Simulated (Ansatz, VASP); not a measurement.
One calculation of MoS2, two programs

The input POSCAR:

```
MoS2
1.0
    3.2202374514      0.0000000000      0.0000000000
   -1.6101187257      2.7888074392      0.0000000000
    0.0000000000      0.0000000000      5.9450268322
Mo S
1 2
Direct
    0.0000000000      0.0000000000      0.0000000000
    0.3333333333      0.6666666667      0.2600310812
    0.6666666667      0.3333333333      0.7399689188
```

Contents of INCAR.step1:

```
SYSTEM = MoS2
PREC = Accurate
ENCUT = 520
EDIFF = 1E-5
ISMEAR = -1
SIGMA = 0.02
LREAL = .False.
LASPH = .True.
NELM = 80
ALGO = Normal
ISIF = 2
LWAVE = .True.
LCHARG = .False.
NBANDS = 20
GGA = PE
```

File INCAR.step2:

```
SYSTEM = MoS2
PREC = Accurate
ENCUT = 520
EDIFF = 1E-6
ISMEAR = -1
SIGMA = 0.02
LREAL = .False.
LASPH = .True.
NELM = 80
ALGO = Normal
ISIF = 2
LWAVE = .False.
LCHARG = .False.
GGA = PE
LHFCALC = .True.
HFSCREEN = 0.2079
PRECFOCK = Normal
NBANDS = 20
ISTART = 1
```

Contents of KPOINTS:

```
regular mesh
0
Gamma
  6 6 2
  0 0 0
```

Input for Ansatz:

```yaml
crystal:
  lattice:
    - [3.2202374514, 0.0, 0.0]
    - [-1.6101187257, 2.7888074392, 0.0]
    - [0.0, 0.0, 5.9450268322]
  atoms:
    - { symbol: Mo, position: [0.0, 0.0, 0.0] }
    - { symbol: S, position: [0.3333333333, 0.6666666667, 0.2600310812] }
    - { symbol: S, position: [0.6666666667, 0.3333333333, 0.7399689188] }
kpoints:
  mp_grid: { grid: [6, 6, 2] }
hamiltonian:
  xc: hse06
scf:
  occupations: { method: fermi_dirac, width: 0.02 }
  n_extra_bands: 4
output:
  forces: true
  stress: true
  eigenvalues: true
  write_density: true
  write_potential: true
  elf: true
  volumetric_format: npy
```

Alike in both runs: task single point; functional HSE06; k mesh 6 × 6 × 2; occupations fermi-dirac, width 0.02 eV; no spin polarisation.

```csv
,VASP,Ansatz
version,VASP 6.6.1,Ansatz 0.2.0
potentials or method,"VASP PAW PBE potentials, release 64 (Mo_sv, S)","plane waves, PAW"
plane-wave cutoff (eV),520,420
valence electrons in the cell,26,26
```

```csv
,VASP,Ansatz,Ansatz less VASP
pressure (GPa),-2.5,-2.3,+0.23
"traceless stress, the component that is largest in VASP (GPa)",2.04,2.07,+0.030
rms of the force components (eV/Å),0.174,0.164,-0.0101
```

Atom by atom the forces differ by 0.010 eV/Å (rms over components). Ansatz's warnings: filled band counts differ across k points, stress exchange threshold loose, stress scf threshold loose.

The k mesh is coarse, so the values compare programs but aren't converged.
